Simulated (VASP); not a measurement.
Runs of VASP 6.6.1 on SiC3. The structure is that of space group P-6m2 (No. 187), or close to it. The cells are those of the table. 

```tsv
task	potentials or basis	cell	k mesh	cutoff (eV)	second run	gap on the mesh (eV)	pressure (GPa)	relaxed volume (Å³/atom)	largest force (eV/Å)
single point	VASP PAW PBE potentials, release 64 (Si, C)	a = 2.517, b = 2.517, c = 6.564 Å, angles 90.0, 90.0, 120.0°, 4 atoms	6 × 6 × 2	520	-	none	(a)	-	(b)
single point	VASP PAW PBE potentials, release 64 (Si, C)	a = 2.514, b = 2.514, c = 6.525 Å, angles 90.0, 90.0, 120.0°, 4 atoms	6 × 6 × 4	520	-	none	0.2	-	0.04
single point	VASP PAW PBE potentials, release 64 (Si, C)	a = 2.672, b = 2.672, c = 8.674 Å, angles 90.0, 90.0, 120.0°, 4 atoms	6 × 6 × 2	520	-	none	-23.7	-	0.15
relaxation of cell and atoms	VASP PAW PBE potentials, release 64 (Si, C)	relaxed from a = 2.514, b = 2.514, c = 6.525 Å, angles 90.0, 90.0, 120.0°, 4 atoms	24 × 24 × 8	600	-	none	0.0	9.16	0.01
relaxation of cell and atoms	VASP PAW PBE potentials, release 64 (Si, C_h)	relaxed from a = 2.672, b = 2.672, c = 8.674 Å, angles 90.0, 90.0, 120.0°, 4 atoms	6 × 6 × 2	910	hard_potentials	none	0.2	7.56	0.01
```

Alike in all rows: level PBE; no spin polarisation; smearing gaussian 0.1 eV.

Q: Fill in the values left out.

A: (a) 0.1; (b) 0.05.

Caveats: some runs use coarse meshes; the cutoff is under 1.25 times the usual one of these potentials, so pressure, stress and relaxed cells hold a basis-set (Pulay) error (some runs); the volume moved by over 15 % at a fixed basis, so the end points are rough (some runs).

A gap of «none» marks levels without a gap at the run's occupations.
